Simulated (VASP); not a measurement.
The system is RuC4.

```
Ru C
1.0
     2.74929    0.00000    0.00000
    -1.37465    2.38096    0.00000
     0.00000    0.00000    8.84030
Ru C
1 4
Direct
  0.00000 0.00000 0.00000
  0.33333 0.66667 0.86586
  0.33333 0.66667 0.37680
  0.66667 0.33333 0.13414
  0.66667 0.33333 0.62320
```

| Item | Value |
| --- | --- |
| Program | VASP 6.6.1 |
| Task | relaxation of cell and atoms |
| Functional | PBE |
| Potentials or basis | VASP PAW PBE potentials, release 64 (Ru_pv, C) |
| Cutoff | 600 eV |
| k mesh | 6 × 6 × 2 |
| Occupations | gaussian, width 0.1 eV |
| Spin | no spin polarisation |

At the start: pressure 4.6 GPa; volume 11.57 Å³/atom.

Q: Where does the relaxation end?

A: Over 79 steps the energy falls by 3117.7 meV/atom and the volume is 11.77 Å³/atom (+1.7 %); space group P6/mmm (No. 191, to 0.05 Å).

Step by step:
```
step  energy change (eV)  largest force (eV/Å)  pressure (GPa)  volume (Å³)
   1              0.0000                3.6059            4.58        57.87
   3             -0.6261                0.8183          -18.13        60.48
   5             -3.5073                1.8447          -13.77        45.38
   7             -3.9803                4.3351           12.81        40.36
   9             -4.9520                5.0552           93.44        31.29
  11             -5.2266                4.9739           79.03        32.07
  13             -5.6479                5.4339           90.31        31.19
  15             -7.5955                6.6284           50.67        33.24
  17            -10.0712                3.6895          -28.84        42.24
  19            -11.1917                4.1698          -17.19        40.15
  21            -10.4255                6.7997          -15.37        42.00
  23            -13.4058                2.5940            1.46        39.86
  25            -14.2394                1.1480           19.96        40.21
  27            -14.5335                3.1728           -0.98        48.39
  29            -15.0523                1.0625            2.49        47.13
  31            -15.3282                0.8967           -4.59        52.06
  33            -15.4272                0.9187            5.38        52.85
  35            -15.5302                0.3935            1.93        56.16
  37            -15.5422                0.2314           -1.57        57.49
  39            -15.5549                0.2357            0.09        58.17
  41            -15.5598                0.0553            1.82        58.53
  43            -15.5634                0.2072            0.29        59.45
  45            -15.5654                0.0843           -0.49        59.78
  47            -15.5662                0.0616           -0.08        59.79
  49            -15.5664                0.0665            0.15        59.80
  51            -15.5675                0.0976            0.50        59.94
  53            -15.5680                0.1005            0.24        60.05
  55            -15.5687                0.1125           -0.90        60.51
  57            -15.5690                0.1046           -0.72        60.45
  59            -15.5707                0.0520           -0.82        60.72
  61            -15.5727                0.0679           -0.17        60.97
  63            -15.5733                0.0421            0.08        60.90
  65            -15.5748                0.2238            0.09        60.63
  67            -15.5754                0.1721            0.03        60.68
  69            -15.5782                0.1626           -0.61        60.53
  71            -15.5781                0.1195           -3.16        59.93
  73            -15.5811                0.1355           -1.87        60.17
  75            -15.5854                0.0742           -1.39        59.66
  77            -15.5881                0.0308           -0.62        58.87
  79            -15.5886                0.0095           -0.03        58.86
```

Final structure:
```cif
data_structure
_symmetry_space_group_name_H-M 'P 1'
_symmetry_Int_Tables_number 1
_cell_length_a 2.4807
_cell_length_b 2.4807
_cell_length_c 11.0444
_cell_angle_alpha 90.000
_cell_angle_beta 90.000
_cell_angle_gamma 120.000
_cell_volume 58.86
loop_
_atom_site_label
_atom_site_type_symbol
_atom_site_fract_x
_atom_site_fract_y
_atom_site_fract_z
_atom_site_occupancy
Ru1 Ru 0.00000 0.00000 0.00000 1
C1 C 0.33333 0.66667 0.66015 1
C2 C 0.33333 0.66667 0.33983 1
C3 C 0.66667 0.33333 0.33985 1
C4 C 0.66667 0.33333 0.66017 1
```

Caveat: the k points lie up to 0.49 Å⁻¹ apart in the final cell.
